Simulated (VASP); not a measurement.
Set up this calculation in VASP 6.6.1, as the native input.

```
Task                               : single point
Functional                         : r2SCAN50
Potentials or basis                : VASP PAW PBE potentials, release 64 (Ag, Rh_pv)
Cutoff                             : 520 eV
k mesh                             : 6 × 6 × 3
Occupations                        : fermi-dirac, width 0.05 eV
Spin                               : no spin polarisation
Dipole correction                  : no
Grid for exact exchange (PRECFOCK) : Normal
Further INCAR settings             : ALGO = Normal; EDIFF = 1e-07; NBANDS = 20
Share of exact exchange            : 0.5
```

The system is AgRh.

```
CELL_PARAMETERS angstrom
2.77759 0.00000 0.00000
-1.38879 2.40546 0.00000
0.00000 0.00000 4.80860
ATOMIC_POSITIONS crystal
Ag 0.00000 0.00000 0.50000
Rh 0.66667 0.33333 0.00000
```

One way to write it, as run:

POSCAR

```
AgRh
1.0
    2.7775881998      0.0000000000      0.0000000000
   -1.3887940999      2.4054619423      0.0000000000
    0.0000000000      0.0000000000      4.8086020000
Ag Rh
1 1
Direct
    0.0000000000      0.0000000000      0.5000000000
    0.6666666667      0.3333333333      0.0000000000
```

INCAR.step1

```
PREC = Accurate
ENCUT = 520
EDIFF = 1E-5
ISMEAR = -1
SIGMA = 0.05
LREAL = False
LASPH = True
NELM = 60
ALGO = Normal
ISIF = 2
LWAVE = True
LCHARG = False
GGA = PE
NBANDS = 20
```

INCAR.step2

```
PREC = Accurate
ENCUT = 520
EDIFF = 1E-7
ISMEAR = -1
SIGMA = 0.05
LREAL = False
LASPH = True
NELM = 60
ALGO = Normal
ISIF = 2
LWAVE = False
LCHARG = False
METAGGA = R2SCAN
LHFCALC = True
AEXX = 0.5
LMIXTAU = True
PRECFOCK = Normal
ISTART = 1
NBANDS = 20
```

KPOINTS

```
Automatic mesh
0
Gamma
  6 6 3
```

Potentials or basis: VASP PAW PBE potentials, release 64 (Ag, Rh_pv).

Run with:

```console
$ cat potpaw_PBE.64/Ag/POTCAR potpaw_PBE.64/Rh_pv/POTCAR > POTCAR
$ cp INCAR.step1 INCAR
$ mpirun -np 1 vasp_std > vasp.out
$ cp INCAR.step2 INCAR
$ mpirun -np 1 vasp_std > vasp.out
```

Results of the run:

| Quantity | Value |
| --- | --- |
| Pressure | -11.2 GPa |
| Band gap on the k mesh | zero (bands 13 and 14 overlap by 3.63 eV) |

Caveat: the k points lie up to 0.44 Å⁻¹ apart, too coarse for converged energies and pressures of a metal; the PAW data sets were made with another functional, which shifts forces and pressure a little.

Wall time 51 min on 1 thread of Intel(R) Xeon(R) Platinum 8259CL CPU @ 2.50GHz (Skylake/Cascade Lake), with other jobs on the host, peak memory 0.17 GiB.
